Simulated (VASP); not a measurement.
Set up this calculation in VASP 6.6.1, as the native input.

* Task: relaxation of cell and atoms
* Functional: PBE
* Potentials or basis: VASP PAW PBE potentials, release 64 (Nb_sv, C)
* Cutoff: 600 eV
* k mesh: 12 × 12 × 6
* Occupations: gaussian, width 0.1 eV
* Spin: no spin polarisation
* Dipole correction: no
* Further INCAR settings: ALGO = Normal; EDIFF = 1e-06; IBRION = 2; EDIFFG = -0.01; NSW = 100; ISIF = 3

The structure of NbC4 lies in POSCAR:

```
NbC4
1.0
    3.1321142029      0.0000000000      0.0000000000
   -1.5660571015      2.7124904673      0.0000000000
    0.0000000000      0.0000000000      8.0550446175
Nb C
1 4
Direct
    0.0000000000      0.0000000000      0.5000000000
    0.0000000000      0.0000000000      0.0807821499
    0.0000000000      0.0000000000      0.9192178501
    0.0000000000      0.0000000000      0.2399719087
    0.0000000000      0.0000000000      0.7600280913
```

One way to write it, as run:

INCAR

```
PREC     = Accurate       # precision mode
ENCUT    = 600            # plane-wave cutoff, eV
EDIFF    = 1E-6           # SCF threshold, eV
ISMEAR   = 0              # smearing method
SIGMA    = 0.1            # smearing width, eV
LREAL    = False          # projectors in reciprocal space
LASPH    = True           # aspherical terms in the spheres
NELM     = 100            # most SCF steps
ALGO     = Normal         # electronic algorithm
ISIF     = 3              # what is computed and relaxed
LWAVE    = False          # write WAVECAR
LCHARG   = False          # write CHGCAR
GGA      = PE             # functional
IBRION   = 2              # ionic algorithm
NSW      = 100            # ionic steps
EDIFFG   = -0.01          # ionic threshold
```

KPOINTS

```
regular mesh
0
Gamma
  12 12 6
```

Potentials or basis: VASP PAW PBE potentials, release 64 (Nb_sv, C).

Run with:

```bash
$ cat potpaw_PBE.64/Nb_sv/POTCAR potpaw_PBE.64/C/POTCAR > POTCAR
$ mpirun -np 1 vasp_std > vasp.out
```

It gave:

```
Relaxed volume                         : 13.59 Å³/atom
Relaxed cell                           : a = 3.120 Å, b = 3.120 Å, c = 8.060 Å, α = 90.00°, β = 90.00°, γ = 120.00°
Space group after relaxing (to 0.05 Å) : P6/mmm (No. 191)
Energy gained by relaxing              : 0.1 meV/atom
Ionic steps                            : 7
Pressure after relaxing                : 0.0 GPa
Largest force after relaxing           : 0.005 eV/Å
```

Run time: 3.9 min on 1 thread of Intel(R) Xeon(R) 6975P-C (Granite Rapids), on a shared host, peak memory 0.29 GiB.
